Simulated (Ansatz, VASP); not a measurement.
**One calculation of Te5Mo, two programs**

File INCAR:

```
PREC     = Accurate       # precision mode
ENCUT    = 600            # plane-wave cutoff, eV
EDIFF    = 1E-7           # SCF threshold, eV
ISMEAR   = 0              # smearing method
SIGMA    = 0.1            # smearing width, eV
LREAL    = F              # projectors in reciprocal space
LASPH    = T              # aspherical terms in the spheres
NELM     = 60             # most SCF steps
ALGO     = Normal         # electronic algorithm
ISIF     = 3              # what is computed and relaxed
LWAVE    = F              # write WAVECAR
LCHARG   = F              # write CHGCAR
GGA      = PE             # functional
IBRION   = 2              # ionic algorithm
NSW      = 90             # ionic steps
EDIFFG   = -0.04          # ionic threshold
```

The input KPOINTS:

```
Automatic mesh
0
Gamma
  3 3 6
```

POSCAR

```
Te5Mo
1.0
    8.0675513521      0.0000000000      0.0000000000
   -4.0337756761      6.9867044173      0.0000000000
    0.0000000000      0.0000000000      3.3332319045
Te Mo
5 1
Direct
    0.0000000000      0.2681781057      0.5000000000
    0.7318218943      0.7318218943      0.5000000000
    0.2681781057      0.0000000000      0.5000000000
    0.6666666667      0.3333333333      0.0000000000
    0.3333333333      0.6666666667      0.0000000000
    0.0000000000      0.0000000000      0.0000000000
```

Input for Ansatz:

```yaml
crystal:
  lattice:
    - [8.0675513521, 0.0, 0.0]
    - [-4.0337756761, 6.9867044173, 0.0]
    - [0.0, 0.0, 3.3332319045]
  atoms:
    - { symbol: Te, position: [0.0, 0.2681781057, 0.5] }
    - { symbol: Te, position: [0.7318218943, 0.7318218943, 0.5] }
    - { symbol: Te, position: [0.2681781057, 0.0, 0.5] }
    - { symbol: Te, position: [0.6666666667, 0.3333333333, 0.0] }
    - { symbol: Te, position: [0.3333333333, 0.6666666667, 0.0] }
    - { symbol: Mo, position: [0.0, 0.0, 0.0] }
basis:
  ecutwfc: 420
kpoints:
  mp_grid: { grid: [3, 3, 6] }
hamiltonian:
  xc: pbe
scf:
  occupations: { method: gaussian, width: 0.1 }
  lower_state_search: "off"
output:
  forces: true
  stress: true
  eigenvalues: true
relax:
  adjacent_minimum: "off"
  f_tol: 0.04
  max_steps: 70
  cell: { stress_tol: 0.4 }
```

Change from the starting cell: species swapped into the MgZn5 type (P-62m, No. 189).

Alike in both runs: task relaxation of cell and atoms; functional PBE; k mesh 3 × 3 × 6; occupations gaussian, width 0.1 eV; no spin polarisation.

|  | VASP | Ansatz |
| --- | --- | --- |
| version | VASP 6.6.1 | Ansatz 0.2.0 |
| potentials or method | VASP PAW PBE potentials, release 64 (Te, Mo_sv), cutoff 600 eV | scalar-relativistic, plane waves, PAW |
| valence electrons in the cell | 44 | 94 |

Ansatz gave:

```
gap on the k mesh at the Fermi level, each at its own relaxed structure (eV) : none
relaxed volume (Å³/atom)                                                     : 33.20
relaxed cell length with the largest relative difference (Å)                 : 8.428
```

Problem. What did VASP give for the same quantities?

Solution. gap on the k mesh at the Fermi level, each at its own relaxed structure (eV): none; relaxed volume (Å³/atom): 32.93; relaxed cell length with the largest relative difference (Å): 8.389.

A gap of «none» marks a metal or a gap that the smearing closes. VASP's potentials hold 44 valence electrons a cell and Ansatz's 94, so a difference there can come from the potentials and not from the codes.

Neither program's run includes spin-orbit coupling.
